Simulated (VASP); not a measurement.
Write the native input for VASP 6.6.1 that does the following.

```yaml
Task: single point
Functional: PBE
Potentials_or_basis: VASP PAW PBE potentials, release 64 (Sn_d, Te)
Cutoff: 500 eV
k_mesh: 10 × 10 × 10
Occupations: gaussian, width 0.03 eV
Spin: no spin polarisation
Dipole_correction: no
Further_INCAR_settings: ALGO = Normal; EDIFF = 1e-06; NBANDS = 17
```

The structure of SnTe lies in POSCAR:

```
SnTe
1.0
    0.0000000000      3.3322134915      2.8323814678
    3.3322134915      0.0000000000      2.8323814678
    3.3322134915      3.3322134915      0.0000000000
Sn Te
1 1
Direct
    0.0000000000      0.0000000000      0.0000000000
    0.5000000000      0.5000000000      0.5000000000
```

This cell differs from its parent crystal: ratio of the length along z to the lengths across it x 0.85, volume and fractional coordinates fixed.

The input as run:

INCAR

```
SYSTEM = SnTe
PREC = Accurate
ENCUT = 500
EDIFF = 1E-6
ISMEAR = 0
SIGMA = 0.03
LREAL = .False.
LASPH = .True.
NELM = 120
ALGO = Normal
ISIF = 2
LWAVE = .False.
LCHARG = .False.
GGA = PE
NBANDS = 17
GGA_COMPAT = .False.
```

KPOINTS

```
regular mesh
0
Gamma
  10 10 10
  0 0 0
```

Potentials or basis: VASP PAW PBE potentials, release 64 (Sn_d, Te).

Run with:

```bash
$ cat potpaw_PBE.64/Sn_d/POTCAR potpaw_PBE.64/Te/POTCAR > POTCAR
$ mpirun -np 1 vasp_std > vasp.out
```

Results of the run:

- Pressure: 4.6 GPa
- Band gap on the k mesh: zero (band 10 reaches 7.25 eV, above the bottom of band 11 at 6.91 eV)

Caveat: spin-orbit coupling is left out, which moves the levels of the heavy elements.

Run time: 2.2 min on 1 thread of Intel Xeon 8259CL, with other jobs on the host, peak memory 0.26 GiB.
